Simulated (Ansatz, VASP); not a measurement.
## PbSe: VASP beside Ansatz

Contents of POSCAR:

```
PbSe
1.0
    0.0000000000      3.4031302553      3.4031302553
    3.4031302553      0.0000000000      3.4031302553
    3.4031302553      3.4031302553      0.0000000000
Pb Se
1 1
Direct
    0.0000000000      0.0000000000      0.0000000000
    0.2500000000      0.2500000000      0.2500000000
```

The input INCAR.step1:

```
ALGO     = Normal         # electronic algorithm
EDIFF    = 1E-4           # SCF threshold, eV
ENCUT    = 520            # plane-wave cutoff, eV
GGA      = PE             # functional
ISMEAR   = -1             # smearing method
LASPH    = True           # aspherical terms in the spheres
LCHARG   = False          # write CHGCAR
LREAL    = False          # projectors in reciprocal space
LWAVE    = True           # write WAVECAR
NBANDS   = 17             # bands
NELM     = 60             # most SCF steps
PREC     = Accurate       # precision mode
SIGMA    = 0.03           # smearing width, eV
```

Contents of INCAR.step2:

```
ALGO     = Normal         # electronic algorithm
BPARAM   = 11.95        
CPARAM   = 0.0093       
EDIFF    = 1E-7           # SCF threshold, eV
ENCUT    = 520            # plane-wave cutoff, eV
ISIF     = 2              # what is computed and relaxed
ISMEAR   = -1             # smearing method
ISTART   = 1            
IVDW_NL  = 2            
LASPH    = True           # aspherical terms in the spheres
LCHARG   = True           # write CHGCAR
LELF     = True           # ELF
LMIXTAU  = True         
LREAL    = False          # projectors in reciprocal space
LUSE_VDW = True         
LVHAR    = True         
LWAVE    = False          # write WAVECAR
METAGGA  = R2SCAN         # meta-GGA
NBANDS   = 17             # bands
NELM     = 60             # most SCF steps
PREC     = Accurate       # precision mode
SIGMA    = 0.03           # smearing width, eV
```

KPOINTS

```
k-points
0
Gamma
  8 8 8
```

Input for Ansatz:

```yaml
crystal:
  lattice:
    - [0.0, 3.4031302553, 3.4031302553]
    - [3.4031302553, 0.0, 3.4031302553]
    - [3.4031302553, 3.4031302553, 0.0]
  atoms:
    - { symbol: Pb, position: [0.0, 0.0, 0.0] }
    - { symbol: Se, position: [0.25, 0.25, 0.25] }
kpoints:
  mp_grid: { grid: [8, 8, 8] }
  band_path:
    path:
      - [0.0, 0.0, 0.0]
      - [-0.5, -0.5, 0.0]
      - [-0.375, -0.375, 0.25]
      - [-0.375, 0.0, 0.375]
      - [0.0, 0.0, 0.5]
      - [-0.5, -0.25, 0.25]
    npoints: 1
hamiltonian:
  xc: r2scan
  dispersion: rvv10
scf:
  occupations: { method: fermi_dirac, width: 0.03 }
  n_extra_bands: 4
output:
  forces: true
  stress: true
  eigenvalues: true
```

Alike in both runs: task single point; functional r2SCAN; dispersion rVV10; k mesh 8 × 8 × 8; occupations fermi-dirac, width 0.03 eV; no spin polarisation.

```csv
,VASP,Ansatz
version,VASP 6.6.1,Ansatz 0.2.0
potentials or method,"VASP PAW PBE potentials, release 64 (Pb_d, Se)","plane waves, PAW"
plane-wave cutoff (eV),520,500
valence electrons in the cell,20,30
```

Ansatz gave:

```
pressure (GPa) : 0.0
```

Problem. Which values does VASP return?

Solution. Pressure (GPa): 0.1.

VASP's potentials were made for PBE, not for r2SCAN. VASP's potentials hold 20 valence electrons a cell and Ansatz's 30, so a difference there can come from the potentials and not from the codes.

Spin-orbit coupling is off throughout.
